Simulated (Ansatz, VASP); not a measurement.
# H: VASP beside Ansatz

Contents of INCAR:

```
PREC = Accurate
ENCUT = 400
EDIFF = 1E-6
ISMEAR = 0
SIGMA = 0.02
LREAL = F
LASPH = T
NELM = 120
ALGO = Normal
ISIF = 2
LWAVE = F
LCHARG = T
GGA = PE
IVDW = 12
LELF = T
LVHAR = T
NBANDS = 8
GGA_COMPAT = F
NELMDL = -8
```

File KPOINTS:

```
Automatic mesh
0
Gamma
  1 1 1
```

Contents of POSCAR:

```
H
1.0
   10.0000000000      0.0000000000      0.0000000000
    0.0000000000     10.0000000000      0.0000000000
    0.0000000000      0.0000000000     10.0000000000
H
2
Direct
    0.5000000000      0.5000000000      0.4630000000
    0.5000000000      0.5000000000      0.5370000000
```

Input for Ansatz:

```yaml
crystal:
  lattice:
    - [10.0, 0.0, 0.0]
    - [0.0, 10.0, 0.0]
    - [0.0, 0.0, 10.0]
  atoms:
    - { symbol: H, position: [0.5, 0.5, 0.463] }
    - { symbol: H, position: [0.5, 0.5, 0.537] }
scf:
  occupations: { method: gaussian, width: 0.02 }
output:
  stress: false
  eigenvalues: true
kpoints:
  mp_grid: { grid: [1, 1, 1] }
hamiltonian:
  xc: pbe
  dispersion: d3bj
```

Alike in both runs: task single point; functional PBE; dispersion D3(BJ); k mesh 1 × 1 × 1; occupations gaussian, width 0.02 eV; no spin polarisation.

|  | VASP | Ansatz |
| --- | --- | --- |
| version | VASP 6.6.1 | Ansatz 0.2.0 |
| potentials or method | VASP PAW PBE potentials, release 64 (H) | scalar-relativistic, plane waves, PAW |
| plane-wave cutoff (eV) | 400 | 420 |
| valence electrons in the cell | 2 | 2 |

Ansatz gave:

- gap on the k mesh at the Fermi level (eV): 10.19

Problem. What did VASP give for the same quantities?

Solution. gap on the k mesh at the Fermi level (eV): 10.18.
